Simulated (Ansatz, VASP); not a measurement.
# Al3Ni2 in VASP and in Ansatz

The input INCAR:

```
PREC = Accurate
ENCUT = 520
EDIFF = 1E-7
ISMEAR = 0
SIGMA = 0.15
LREAL = False
LASPH = True
NELM = 60
ALGO = Fast
ISIF = 2
LWAVE = False
LCHARG = False
GGA = PS
NBANDS = 22
```

Contents of KPOINTS:

```
Automatic mesh
0
Gamma
  12 12 10
```

The input POSCAR:

```
Al3Ni2
1.0
    3.8029826611      0.0000000000      0.0000000000
   -1.9014913305      3.2934795947      0.0000000000
    0.0000000000      0.0000000000      4.9809512260
Al Ni
3 2
Direct
    0.0000000000      0.0000000000      0.0000000000
    0.3333333333      0.6666666667      0.6477829059
    0.6666666667      0.3333333333      0.3522170941
    0.3333333333      0.6666666667      0.1455709067
    0.6666666667      0.3333333333      0.8544290933
```

Input for Ansatz:

```yaml
crystal:
  lattice:
    - [3.8029826611, 0.0, 0.0]
    - [-1.9014913305, 3.2934795947, 0.0]
    - [0.0, 0.0, 4.980951226]
  atoms:
    - { symbol: Al, position: [0.0, 0.0, 0.0] }
    - { symbol: Al, position: [0.3333333333, 0.6666666667, 0.6477829059] }
    - { symbol: Al, position: [0.6666666667, 0.3333333333, 0.3522170941] }
    - { symbol: Ni, position: [0.3333333333, 0.6666666667, 0.1455709067] }
    - { symbol: Ni, position: [0.6666666667, 0.3333333333, 0.8544290933] }
basis:
  ecutwfc: 420
kpoints:
  mp_grid: { grid: [12, 12, 10] }
hamiltonian:
  xc: pbesol
scf:
  occupations: { method: gaussian, width: 0.15 }
output:
  forces: true
  stress: true
  eigenvalues: true
```

Change from the starting cell: strain -0.050 along x and y, +0.025 along z, atoms carried along.

Alike in both runs: task single point; functional PBEsol; k mesh 12 × 12 × 10; occupations gaussian, width 0.15 eV; no spin polarisation.

```csv
,VASP,Ansatz
version,VASP 6.6.1,Ansatz 0.2.0
potentials or method,"VASP PAW PBE potentials, release 64 (Al, Ni), cutoff 520 eV","scalar-relativistic, plane waves, PAW"
valence electrons in the cell,29,45
```

Ansatz gave:

- gap on the k mesh at the Fermi level (eV): none
- pressure (GPa): 13.6
- traceless stress, the component that is largest in VASP (GPa): -11.93
- rms of the force components (eV/Å): 0.105

Task: What did VASP give for the same quantities?

Result: gap on the k mesh at the Fermi level (eV): none; pressure (GPa): 13.8; traceless stress, the component that is largest in VASP (GPa): -11.84; rms of the force components (eV/Å): 0.108.

VASP's potentials were made for PBE, not for PBEsol. Atom by atom the forces differ by 0.004 eV/Å (rms over components). A gap of «none» marks a metal or a gap that the smearing closes. The functional is the same, so the differences come from potentials, cutoffs and numerics. VASP's potentials hold 29 valence electrons a cell and Ansatz's 45, so a difference there can come from the potentials and not from the codes.
